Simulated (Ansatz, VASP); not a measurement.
## ZrB: VASP beside Ansatz

The input INCAR:

```
PREC = Accurate
ENCUT = 520
EDIFF = 1E-6
ISMEAR = 0
SIGMA = 0.15
LREAL = F
LASPH = T
NELM = 60
ALGO = Normal
ISIF = 2
LWAVE = F
LCHARG = F
GGA = PS
NBANDS = 14
```

Contents of KPOINTS:

```
regular mesh
0
Gamma
  18 18 18
```

Contents of POSCAR:

```
ZrB
1.0
    0.0000000000      2.2552500000      2.2552500000
    2.2552500000      0.0000000000      2.2552500000
    2.2552500000      2.2552500000      0.0000000000
Zr B
1 1
Direct
    0.0000000000      0.0000000000      0.0000000000
    0.5000000000      0.5000000000      0.5000000000
```

Input for Ansatz:

```yaml
crystal:
  lattice:
    - [0.0, 2.25525, 2.25525]
    - [2.25525, 0.0, 2.25525]
    - [2.25525, 2.25525, 0.0]
  atoms:
    - { symbol: Zr, position: [0.0, 0.0, 0.0] }
    - { symbol: B, position: [0.5, 0.5, 0.5] }
basis:
  ecutwfc: 420
kpoints:
  mp_grid: { grid: [18, 18, 18] }
hamiltonian:
  xc: pbesol
scf:
  occupations: { method: gaussian, width: 0.15 }
output:
  forces: true
  stress: true
  eigenvalues: true
```

Change from the starting cell: strain -0.030 along x and y, -0.030 along z, atoms carried along.

Alike in both runs: task single point; functional PBEsol; k mesh 18 × 18 × 18; occupations gaussian, width 0.15 eV; no spin polarisation.

|  | VASP | Ansatz |
| --- | --- | --- |
| version | VASP 6.6.1 | Ansatz 0.2.0 |
| potentials or method | VASP PAW PBE potentials, release 64 (Zr_sv, B), cutoff 520 eV | scalar-relativistic, plane waves, PAW |
| valence electrons in the cell | 15 | 15 |

VASP gave:

- gap on the k mesh at the Fermi level (eV): none
- pressure (GPa): 58.6

Task: Which values does Ansatz return?

Result: gap on the k mesh at the Fermi level (eV): none; pressure (GPa): 58.3.

VASP's potentials were made for PBE, not for PBEsol. A gap of «none» marks a metal or a gap that the smearing closes. Both programs put the cell under a high pressure, so it lies far from rest at this level.
